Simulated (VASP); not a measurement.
Wanted: the native input for a VASP 6.6.1 run.

```yaml
Task: single point
Functional: PBE
Dispersion: D4
Potentials_or_basis: VASP PAW PBE potentials, release 64 (H_h, Pb_d, N_h, O_h)
Cutoff: 1340 eV
k_mesh: 5 × 5 × 3
Occupations: fermi-dirac, width 0.05 eV
Spin: no spin polarisation
Dipole_correction: no
Further_INCAR_settings: ALGO = Normal; EDIFF = 1e-06; NBANDS = 31
```

The structure of HPbNO4 lies in POSCAR:

```
HPbNO4
1.0
    4.1474913519      0.1059113498      0.1697423225
    1.8899882652      3.8260497922      0.1083678455
    1.7428555186      1.2015538625      6.3343987120
H Pb N O
1 1 1 4
Direct
    0.8940908886      0.6810287556      0.6229352208
    0.1383919342      0.9391047977      0.8837505275
    0.2571307622      0.2863926691      0.3039483918
    0.8321097576      0.6511097019      0.7800113036
    0.3898412974      0.2187451586      0.1139587133
    0.3133955359      0.0307719245      0.4605507723
    0.0737698242      0.6086469926      0.3263450707
```

The input as run:

INCAR

```
SYSTEM = HPbNO4
PREC = Accurate ; ENCUT = 1340
EDIFF = 1E-6 ; ISMEAR = -1
SIGMA = 0.05 ; LREAL = .False.
LASPH = .True. ; NELM = 120
ALGO = Normal ; ISIF = 2
LWAVE = .False. ; LCHARG = .True.
GGA = PE ; IVDW = 13
LELF = .True. ; LVHAR = .True.
NBANDS = 31 ; GGA_COMPAT = .False.
```

KPOINTS

```
regular mesh
0
Gamma
  5 5 3
  0 0 0
```

Potentials or basis: VASP PAW PBE potentials, release 64 (H_h, Pb_d, N_h, O_h).

Run with:

```bash
$ cat potpaw_PBE.64/H_h/POTCAR potpaw_PBE.64/Pb_d/POTCAR potpaw_PBE.64/N_h/POTCAR potpaw_PBE.64/O_h/POTCAR > POTCAR
$ mpirun -np 1 vasp_std > vasp.out
```

It gave:

```json
{
  "Pressure": "-0.2 GPa",
  "Largest force": "0.009 eV/Å",
  "Band gap on the k mesh": "2.80 eV",
  "Dispersion energy per atom": "-0.128 eV"
}
```

Caveat: spin-orbit coupling is left out, which moves the levels of the heavy elements.

It took 7.7 min on 1 thread of Intel(R) Xeon(R) Platinum 8488C (Sapphire Rapids), with other jobs on the host, peak memory 0.78 GiB.
